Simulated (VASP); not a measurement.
Here is a VASP 6.6.1 calculation.

INCAR

```
SYSTEM = CO2
ALGO = Normal ; EDIFF = 1E-6
EDIFFG = -0.01 ; ENCUT = 600
IBRION = 2 ; ISIF = 3
ISMEAR = 0 ; LASPH = .TRUE.
LCHARG = .FALSE. ; LREAL = .FALSE.
LWAVE = .FALSE. ; NELM = 100
NSW = 80 ; PREC = Accurate
SIGMA = 0.02
```

File KPOINTS:

```
k-points
0
G
  6 6 4
  0 0 0
```

POSCAR

```
CO2
1.0
    3.9778644064      0.0000000000      0.0000000000
    0.0000000000      3.9778644064      0.0000000000
    0.0000000000      0.0000000000      5.5088751613
C O
4 8
Direct
    0.1843681724      0.1843681724      0.0000000000
    0.3156318276      0.6843681724      0.7500000000
    0.6843681724      0.3156318276      0.2500000000
    0.8156318276      0.8156318276      0.5000000000
    0.6609029315      0.7268815401      0.7108916650
    0.3390970685      0.2731184599      0.2108916650
    0.7268815401      0.6609029315      0.2891083350
    0.2268815401      0.8390970685      0.9608916650
    0.2731184599      0.3390970685      0.7891083350
    0.1609029315      0.7731184599      0.5391083350
    0.8390970685      0.2268815401      0.0391083350
    0.7731184599      0.1609029315      0.4608916650
```

Potentials or basis: VASP PAW LDA potentials, release 64 (C, O).

The run is started by

```console
$ cat potpaw_LDA.64/C/POTCAR potpaw_LDA.64/O/POTCAR > POTCAR
$ mpirun -np 1 vasp_std > vasp.out
```

(1) Estimate the space group after relaxing (to 0.1 Å).

(2) What does it give for the band gap on the k mesh?

(3) What does it give for the relaxed volume?

Results:

(1) P4_32_12 (No. 96).

(2) 6.43 eV (least direct gap 6.65 eV).

(3) 7.29 Å³/atom.
